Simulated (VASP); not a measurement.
# La (P6_3/mmc) in VASP: a series of runs

Runs on La. Level: PBE. Tasks: single point.

All numbers are computed with VASP 6.6.1; they aren't measurements. Logs are shortened: lines on timing, memory, paths and dates and some standing lists are left out, and cuts for length are marked.

## 1. The cell of the first run

Symmetry: P6_3/mmc, No. 194, hexagonal system. Conventional cell: a = 3.773 Å, b = 3.773 Å, c = 12.113 Å, α = 90.00°, β = 90.00°, γ = 120.00°. La (site symmetry -3m) has 12 La at 3.73 to 3.77 Å within 4.9 Å. La (site symmetry -6m2) has 12 La at 3.73 to 3.77 Å within 4.9 Å.

## 2. Single point, PBE

INCAR

```
SYSTEM = La
ALGO = Normal
EDIFF = 1E-7
ENCUT = 520
GGA = PE
ISIF = 2
ISMEAR = 0
LASPH = .True.
LCHARG = .False.
LREAL = .False.
LWAVE = .False.
NBANDS = 30
NELM = 100
PREC = Accurate
SIGMA = 1.0
```

KPOINTS

```
k-points
0
Gamma
  10 10 3
  0 0 0
```

POSCAR

```
La
1.0
    3.7726980145      0.0000000000      0.0000000000
   -1.8863490072      3.2672523214      0.0000000000
    0.0000000000      0.0000000000     12.1127038589
La
4
Direct
    0.0000000000      0.0000000000      0.0000000000
    0.0000000000      1.0000000000      0.5000000000
    0.3333333333      0.6666666667      0.7500000000
    0.6666666667      0.3333333333      0.2500000000
```

Potentials or basis: VASP PAW PBE potentials, release 64 (La).

On the command line:

```console
> cat potpaw_PBE.64/La/POTCAR > POTCAR
> mpirun -np 1 vasp_std > vasp.out
```

OUTCAR:

```text
SYSTEM = La
   EDIFF = 1E-7
   ENCUT = 520
   GGA = PE
   ISIF = 2
   ISMEAR = 0
   LASPH = .True.
   LREAL = .False.
   NELM = 100
   PREC = Accurate

 ion  position               nearest neighbor table
   1  0.000  0.000  0.000-
   2  0.000  0.000  0.500-
   3  0.333  0.667  0.750-
   4  0.667  0.333  0.250-

  LATTYP: Found a hexagonal cell.
 ALAT       =     3.7726980145
 C/A-ratio  =     3.2106211025

  Lattice vectors:

 A1 = (   3.7726980145,   0.0000000000,   0.0000000000)
 A2 = (  -1.8863490072,   3.2672523214,   0.0000000000)
 A3 = (   0.0000000000,   0.0000000000,  12.1127038589)

Analysis of symmetry for initial positions (statically):
=====================================================================
 Subroutine PRICEL returns:
 Original cell was already a primitive cell.

 Routine SETGRP: Setting up the symmetry group for a
 hexagonal supercell.

 Subroutine GETGRP returns: Found 24 space group operations
 (whereof 12 operations were pure point group operations)
 out of a pool of 24 trial point group operations.

The static configuration has the point symmetry D_3d.
 The point group associated with its full space group is D_6h.

Analysis of symmetry for dynamics (positions and initial velocities):
=====================================================================
 Subroutine PRICEL returns:
 Original cell was already a primitive cell.

 Routine SETGRP: Setting up the symmetry group for a
 hexagonal supercell.

 Subroutine GETGRP returns: Found 24 space group operations
 (whereof 12 operations were pure point group operations)
 out of a pool of 24 trial point group operations.

The dynamic configuration has the point symmetry D_3d.
 The point group associated with its full space group is D_6h.

 Subroutine INISYM returns: Found 24 space group operations
 (whereof 12 operations are pure point group operations),
 and found     1 'primitive' translations

----------------------------------------------------------------------------------------

                                     Primitive cell

  volume of cell :     149.3055

  direct lattice vectors                    reciprocal lattice vectors
     3.772698014  0.000000000  0.000000000     0.265062297  0.153033788  0.000000000
    -1.886349007  3.267252321  0.000000000     0.000000000  0.306067577  0.000000000
     0.000000000  0.000000000 12.112703859     0.000000000  0.000000000  0.082557950

  length of vectors
     3.772698014  3.772698015 12.112703859     0.306067577  0.306067577  0.082557950

  position of ions in fractional coordinates (direct lattice)
     0.000000000  0.000000000  0.000000000
     0.000000000  0.000000000  0.500000000
     0.333333333  0.666666667  0.750000000
     0.666666667  0.333333333  0.250000000

  ion indices of the primitive-cell ions
   primitive index   ion index
                 1           1
                 2           2
                 3           3
                 4           4

----------------------------------------------------------------------------------------

 KPOINTS: k-points

Automatic generation of k-mesh.
 Grid dimensions read from file:
 generate k-points for:   10   10    3

 Generating k-lattice:

  Cartesian coordinates                     Fractional coordinates (reciprocal lattice)
     0.026506230  0.015303379  0.000000000     0.100000000  0.000000000  0.000000000
     0.000000000  0.030606758  0.000000000     0.000000000  0.100000000  0.000000000
     0.000000000  0.000000000  0.027519317     0.000000000  0.000000000  0.333333333

  Length of vectors
     0.030606758  0.030606758  0.027519317

  Shift w.r.t. Gamma in fractional coordinates (k-lattice)
     0.000000000  0.000000000  0.000000000

 Subroutine IBZKPT returns following result:
 ===========================================

 Found     28 irreducible k-points:

 Following reciprocal coordinates:
            Coordinates               Weight
  0.000000  0.000000  0.000000      1.000000
  0.100000 -0.000000  0.000000      6.000000
  0.200000 -0.000000  0.000000      6.000000
  0.300000  0.000000  0.000000      6.000000
  0.400000  0.000000  0.000000      6.000000
  0.500000  0.000000  0.000000      3.000000
[... 16 lines left out ...]
  0.300000  0.100000  0.333333     24.000000
  0.400000  0.100000  0.333333     24.000000
 [... further k-points ...]
   k-points           NKPTS =     28   k-points in BZ     NKDIM =     28   number of bands    NBANDS=     30
   number of dos      NEDOS =    301   number of ions     NIONS =      4
   total plane-waves  NPLWV =  70560
   dimension x,y,z NGX =    28 NGY =   28 NGZ =   90
   dimension x,y,z NGXF=    56 NGYF=   56 NGZF=  180
   ions per type =               4
   NGX,Y,Z   is equivalent  to a cutoff of  12.34, 12.34, 12.35 a.u.
   NGXF,Y,Z  is equivalent  to a cutoff of  24.68, 24.68, 24.70 a.u.
 SYSTEM =  La
   PREC   = accura    normal or accurate (medium, high low for compatibility)
   ISTART =      0    job   : 0-new  1-cont  2-samecut
   ICHARG =      2    charge: 1-file 2-atom 10-const
   ISPIN  =      1    spin polarized calculation?
   LNONCOLLINEAR =      F non collinear calculations
   LSORBIT =      F    spin-orbit coupling
   LASPH  =      T    aspherical Exc in radial PAW
   ENCUT  =  520.0 eV  38.22 Ry    6.18 a.u.   7.01  7.01 22.52*2*pi/ulx,y,z
   NELM   =    100;   NELMIN=  2; NELMDL= -5     # of ELM steps
   EDIFF  = 0.1E-06   stopping-criterion for ELM
   LREAL  =      F    real-space projection
   EDIFFG = 0.1E-05   stopping-criterion for IOM
   NSW    =      0    number of steps for IOM
   IBRION =     -1    ionic relax: 0-MD 1-quasi-New 2-CG
   NFREE  =      0    steps in history (QN), initial steepest desc. (CG)
   ISIF   =      2    stress and relaxation
   ISYM   =      2    0-nonsym 1-usesym 2-fastsym
   POTIM  = 0.5000    time-step for ionic-motion
   TEBEG  =    0.0;   TEEND  =   0.0 temperature during run
   PSTRESS=    0.0 pullay stress
   NELECT =      44.0000    total number of electrons
   NUPDOWN=      -1.0000    fix difference up-down
   EMIN   =  10.00;   EMAX   =-10.00  energy-range for DOS
   EFERMI =   0.00;   METHOD = LEGACY
   ISMEAR =     0;   SIGMA  =   1.00  broadening in eV -4-tet -1-fermi 0-gaus
   EFERMI_NEDOS =   21; number of points for ismear=-14 and -15
   IALGO  =     38    algorithm
   IMIX   =      4    mixing-type and parameters
     AMIX     =   0.40;   BMIX     =  1.00
     AMIX_MAG =   1.60;   BMIX_MAG =  1.00
  volume/ion in A,a.u.               =      37.33       251.89
  Fermi-wavevector in a.u.,A,eV,Ry     =   1.089433  2.058729 16.148263  1.186864
  Thomas-Fermi vector in A             =   2.225636
   LORBIT       =      0    0 simple, 1 ext, 2 COOP (PROOUT), +10 PAW based schemes
   GGA     = PE    functional components
   LHFCALC =     F    Hartree Fock is set to
   AEXX    =    0.0000 exact exchange contribution
   IVDW    =     0    specifies the selected vdW correction
   LEPSILON=     F    determine dielectric tensor
   LRPA    =     F    only Hartree local field effects (RPA)
 non-spin polarized calculation
 Gauss-broadening in eV      SIGMA  =   1.00
  energy-cutoff  :      520.00
  volume of cell :      149.31
 maximum number of plane-waves:      4039
 NGX is ok and might be reduce to    28
   NGX = 13   NGY = 13   NGZ = 45

 number of electron      43.9999999 magnetization

 Free energy of the ion-electron system (eV)
  ---------------------------------------------------
  ext. energy  EPLUGINS =         0.00000000
  ---------------------------------------------------
  free energy    TOTEN  =       -21.21948784 eV

  energy without entropy =      -17.80994004  energy(sigma->0) =      -19.51471394

 E-fermi :   7.8220     XC(G=0):  -9.5284

 val. band max:        7.8134938371   @ k =   0.3000   0.3000   0.3333
 cond. band min:       7.8461514882   @ k =   0.4000   0.2000   0.0000
 fundamental gap:      0.0326576512
 Fermi energy:         7.8220271950

 k-point     1 :       0.0000    0.0000    0.0000
  band No.  band energies     occupation
      1     -24.9218      2.00000
      2     -24.8216      2.00000
      3     -24.8179      2.00000
      4     -24.7142      2.00000
      5      -9.3520      2.00000
      6      -8.6879      2.00000
[... 22 lines left out ...]
     29       9.3722      0.02836
     30       9.3782      0.02776

 k-point     2 :       0.1000   -0.0000    0.0000
  band No.  band energies     occupation
      1     -24.9061      2.00000
      2     -24.8101      2.00000
      3     -24.8064      2.00000
      4     -24.7072      2.00000
      5      -9.3105      2.00000
      6      -8.7041      2.00000
[... 22 lines left out ...]
     29       9.4505      0.02128
     30       9.4664      0.02005

 k-point     3 :       0.2000   -0.0000    0.0000
  band No.  band energies     occupation
      1     -24.8637      2.00000
      2     -24.7799      2.00000
      3     -24.7761      2.00000
      4     -24.6899      2.00000
      5      -9.1948      2.00000
      6      -8.7976      2.00000
[... 22 lines left out ...]
     29       9.4396      0.02216
     30       9.4983      0.01776

 k-point     4 :       0.3000    0.0000    0.0000
  band No.  band energies     occupation
      1     -24.8072      2.00000
      2     -24.7420      2.00000
      3     -24.7382      2.00000
      4     -24.6718      2.00000
      5      -9.0706      2.00000
      6      -9.0133      2.00000
[... 616 lines left out ...]
     29       9.4030      0.02536
     30       9.5577      0.01410

 k-point    23 :       0.3000    0.1000    0.3333
  band No.  band energies     occupation
      1     -24.7652      2.00000
      2     -24.7457      2.00000
      3     -24.6917      2.00000
      4     -24.6719      2.00000
      5      -9.1183      2.00000
      6      -9.0431      2.00000
[... 22 lines left out ...]
     29       9.3133      0.03495
     30       9.4574      0.02073

 k-point    24 :       0.4000    0.1000    0.3333
  band No.  band energies     occupation
      1     -24.7270      2.00000
      2     -24.7145      2.00000
      3     -24.6800      2.00000
      4     -24.6674      2.00000
      5      -9.2246      2.00000
      6      -9.1919      2.00000
[... 22 lines left out ...]
     29       9.6240      0.01082
     30       9.6778      0.00868

 [... further k-points ...]

------------------------ aborting loop because EDIFF is reached ----------------------------------------

  FORCE on cell =-STRESS in cart. coord.  units (eV):
  Direction    XX          YY          ZZ          XY          YZ          ZX
  --------------------------------------------------------------------------------------
  -------------------------------------------------------------------------------------
  Total        1.2796453      1.2796453      1.7954004      0.0000000      0.0000000      0.0000000
  in kB       13.7317015     13.7317015     19.2662003      0.0000000      0.0000000      0.0000000
  external PRESSURE =      15.5765344 kB  Pullay stress =       0.0000000 kB

 VOLUME and BASIS-vectors are now :
 -----------------------------------------------------------------------------
  energy-cutoff  :      520.00
  volume of cell :      149.31
      direct lattice vectors                 reciprocal lattice vectors
     3.772698014  0.000000000  0.000000000     0.265062297  0.153033788  0.000000000
    -1.886349007  3.267252321  0.000000000     0.000000000  0.306067577  0.000000000
     0.000000000  0.000000000 12.112703859     0.000000000  0.000000000  0.082557950

 POSITION                                       TOTAL-FORCE (eV/Angst)
 -----------------------------------------------------------------------------------
      0.00000      0.00000      0.00000         0.000000     -0.000000     -0.000000
      0.00000      0.00000      6.05635         0.000000     -0.000000     -0.000000
     -0.00000      2.17817      9.08453        -0.000000      0.000000     -0.000000
      1.88635      1.08908      3.02818         0.000000     -0.000000      0.000000
 -----------------------------------------------------------------------------------
    total drift:                               -0.000000      0.000000      0.000000

  FREE ENERGIE OF THE ION-ELECTRON SYSTEM (eV)
  ---------------------------------------------------
  free  energy   TOTEN  =       -21.2194878352 eV

  energy  without entropy=      -17.8099400440  energy(sigma->0) =      -19.51471394
```

Wall time 9.7 min (1 thread of Intel Xeon 8259CL, shared host); peak memory 0.32 GiB.

Results:

| Property | Result |
| --- | --- |
| Free energy | -21.2195 eV |
| Pressure | 1.6 GPa |
| Band gap on the k mesh | zero (bands 22 and 23 overlap by 1.27 eV) |

Stress tensor (GPa, compression positive):
```
1.37 0.00 0.00
0.00 1.37 0.00
0.00 0.00 1.93
```

Caveat: the highest band is partly filled, so the run has too few bands; so wide a smearing shifts energies and pressures; spin-orbit coupling is left out, which moves the levels of the heavy elements.

## 3. Single point, PBE

INCAR

```
PREC     = Accurate       # precision mode
ENCUT    = 520            # plane-wave cutoff, eV
EDIFF    = 1E-6           # SCF threshold, eV
ISMEAR   = 1              # smearing method
SIGMA    = 0.01           # smearing width, eV
LREAL    = F              # projectors in reciprocal space
LASPH    = T              # aspherical terms in the spheres
NELM     = 80             # most SCF steps
ALGO     = Normal         # electronic algorithm
ISIF     = 2              # what is computed and relaxed
LWAVE    = F              # write WAVECAR
LCHARG   = F              # write CHGCAR
GGA      = PE             # functional
NBANDS   = 30             # bands
```

KPOINTS

```
Automatic mesh
0
Gamma
  10 10 3
```

POSCAR is that of step 2.

Potentials or basis: VASP PAW PBE potentials, release 64 (La).

On the command line:

```console
> cat potpaw_PBE.64/La/POTCAR > POTCAR
> mpirun -np 1 vasp_std > vasp.out
```

Run time: 3.4 min. Hardware: 1 thread of Intel Xeon 8259CL, shared host; peak memory 0.31 GiB.

It converged, with:

* Free energy: -19.5398 eV
* Pressure: 0.0 GPa
* Band gap on the k mesh: zero (bands 22 and 23 overlap by 1.21 eV)

Stress tensor (GPa, compression positive):
```
 0.17  0.00  0.00
 0.00  0.17  0.00
 0.00  0.00 -0.19
```

Levels at points of the mesh, in eV from the Fermi level:
| k point | band 18 | band 19 | band 20 | band 21 | band 22 | band 23 | band 24 | band 25 | band 26 | band 27 |
| --- | --- | --- | --- | --- | --- | --- | --- | --- | --- | --- |
| (0.00, 0.00, 0.00) | -1.92 | -1.88 | -1.77 | 0.46 | 0.60 | 1.22 | 1.22 | 1.26 | 1.26 | 1.27 |
| (0.50, 0.00, 0.00) | -1.83 | -1.58 | -1.06 | -0.70 | -0.31 | -0.22 | 0.41 | 0.89 | 1.15 | 1.42 |

Caveat: spin-orbit coupling is left out, which moves the levels of the heavy elements.

## 4. Single point, PBE

INCAR

```
SYSTEM = La
PREC = Accurate ; ENCUT = 520
EDIFF = 1E-6 ; ISMEAR = 1
SIGMA = 0.03 ; LREAL = .False.
LASPH = .True. ; NELM = 60
ALGO = Normal ; ISIF = 2
LWAVE = .False. ; LCHARG = .False.
GGA = PE ; NBANDS = 30
```

KPOINTS

```
Automatic mesh
0
Gamma
  10 10 3
  0 0 0
```

POSCAR is that of step 3.

Potentials or basis: VASP PAW PBE potentials, release 64 (La).

On the command line:

```console
> cat potpaw_PBE.64/La/POTCAR > POTCAR
> mpirun -np 1 vasp_std > vasp.out
```

OUTCAR:

```text
SYSTEM = La
   PREC = Accurate
   ENCUT = 520
   EDIFF = 1E-6
   ISMEAR = 1
   LREAL = .False.
   LASPH = .True.
   NELM = 60
   ISIF = 2
   GGA = PE

 ion  position               nearest neighbor table
   1  0.000  0.000  0.000-
   2  0.000  0.000  0.500-
   3  0.333  0.667  0.750-
   4  0.667  0.333  0.250-

  LATTYP: Found a hexagonal cell.
 ALAT       =     3.7726980145
 C/A-ratio  =     3.2106211025

  Lattice vectors:
[... 988 lines left out ...]

  FORCE on cell =-STRESS in cart. coord.  units (eV):
  Direction    XX          YY          ZZ          XY          YZ          ZX
  --------------------------------------------------------------------------------------
  -------------------------------------------------------------------------------------
  Total        0.1508668      0.1508668     -0.1724625      0.0000000      0.0000000     -0.0000000
  in kB        1.6189316      1.6189316     -1.8506717      0.0000000      0.0000000     -0.0000000
  external PRESSURE =       0.4623972 kB  Pullay stress =       0.0000000 kB

 VOLUME and BASIS-vectors are now :
 -----------------------------------------------------------------------------
  energy-cutoff  :      520.00
  volume of cell :      149.31
      direct lattice vectors                 reciprocal lattice vectors
     3.772698014  0.000000000  0.000000000     0.265062297  0.153033788  0.000000000
    -1.886349007  3.267252321  0.000000000     0.000000000  0.306067577  0.000000000
     0.000000000  0.000000000 12.112703859     0.000000000  0.000000000  0.082557950

 POSITION                                       TOTAL-FORCE (eV/Angst)
 -----------------------------------------------------------------------------------
      0.00000      0.00000      0.00000         0.000000      0.000000      0.000000
      0.00000      0.00000      6.05635         0.000000      0.000000      0.000000
     -0.00000      2.17817      9.08453        -0.000000      0.000000      0.000000
      1.88635      1.08908      3.02818         0.000000      0.000000      0.000000
 -----------------------------------------------------------------------------------
    total drift:                               -0.000000      0.000000      0.000000

  FREE ENERGIE OF THE ION-ELECTRON SYSTEM (eV)
  ---------------------------------------------------
  free  energy   TOTEN  =       -19.5396338209 eV

  energy  without entropy=      -19.5399815792  energy(sigma->0) =      -19.53974974
```

stdout:

```text
POSCAR found type information on POSCAR La
 POSCAR found :  1 types and       4 ions
 scaLAPACK will be used
 LDA part: xc-table for (Slater+PW92), standard interpolation
 POSCAR, INCAR and KPOINTS ok, starting setup
 FFT: planning ... GRIDC
 FFT: planning ... GRID_SOFT
 FFT: planning ... GRID
 WAVECAR not read
 entering main loop
```

Run time: 3.1 min. Hardware: 1 thread of Intel Xeon 8259CL, shared host; peak memory 0.31 GiB.

Results:

* Free energy: -19.5396 eV
* Pressure: 0.0 GPa
* Band gap on the k mesh: zero (bands 22 and 23 overlap by 1.21 eV)

Stress tensor (GPa, compression positive):
```
 0.16  0.00  0.00
 0.00  0.16  0.00
 0.00  0.00 -0.19
```

Levels at points of the mesh, in eV from the Fermi level:
```
           k point  band 18  band 19  band 20  band 21  band 22  band 23  band 24  band 25  band 26  band 27
(0.00, 0.00, 0.00)    -1.91    -1.88    -1.77     0.47     0.60     1.22     1.23     1.26     1.26     1.28
(0.50, 0.00, 0.00)    -1.83    -1.57    -1.06    -0.69    -0.31    -0.21     0.41     0.89     1.15     1.43
```

Caveat: spin-orbit coupling is left out, which moves the levels of the heavy elements.

## 5. Single point, PBE

INCAR

```
PREC = Accurate
ENCUT = 520
EDIFF = 1E-7
ISMEAR = 1
SIGMA = 0.1
LREAL = F
LASPH = T
NELM = 60
ALGO = Normal
ISIF = 2
LWAVE = F
LCHARG = F
GGA = PE
NBANDS = 30
```

KPOINTS

```
regular mesh
0
Gamma
  10 10 3
```

POSCAR is that of step 4.

On the command line:

```console
> cat potpaw_PBE.64/La/POTCAR > POTCAR
> mpirun -np 1 vasp_std > vasp.out
```

It took 2.9 min on 1 thread of Intel Xeon 8259CL, shared host; peak memory 0.31 GiB.

It converged, with:

* Free energy: -19.5404 eV
* Pressure: 0.1 GPa
* Band gap on the k mesh: zero (bands 22 and 23 overlap by 1.21 eV)

Stress tensor (GPa, compression positive):
```
 0.14  0.00  0.00
 0.00  0.14  0.00
 0.00  0.00 -0.10
```

Levels at points of the mesh, in eV from the Fermi level:
| k point | band 19 | band 20 | band 21 | band 22 | band 23 | band 24 | band 25 | band 26 |
| --- | --- | --- | --- | --- | --- | --- | --- | --- |
| (0.00, 0.00, 0.00) | -1.88 | -1.77 | 0.47 | 0.60 | 1.22 | 1.22 | 1.26 | 1.26 |
| (0.50, 0.00, 0.00) | -1.56 | -1.06 | -0.68 | -0.31 | -0.21 | 0.41 | 0.90 | 1.15 |

Caveat: spin-orbit coupling is left out, which moves the levels of the heavy elements.

## 6. The runs side by side

| smearing | gap on the mesh (eV) | pressure (GPa) |
| --- | --- | --- |
| gaussian 1 eV | none | 1.6 |
| methfessel-paxton 0.01 eV | none | 0.0 |
| methfessel-paxton 0.03 eV | none | 0.0 |
| methfessel-paxton 0.1 eV | none | 0.1 |

Alike in all rows: task single point; level PBE; potentials or basis VASP PAW PBE potentials, release 64 (La); no spin polarisation; cell as given; k mesh 10 × 10 × 3; cutoff (eV) 520.

Caveats: spin-orbit coupling is left out, which moves the levels of the heavy elements; the highest band is partly filled, so the run has too few bands (at least some runs); so wide a smearing shifts energies and pressures (at least some runs).

Total energies depend on the potentials used, so only differences within one code and one set of settings carry meaning.

The gap in the log of VASP goes by the Fermi energy; the results here count the filled bands.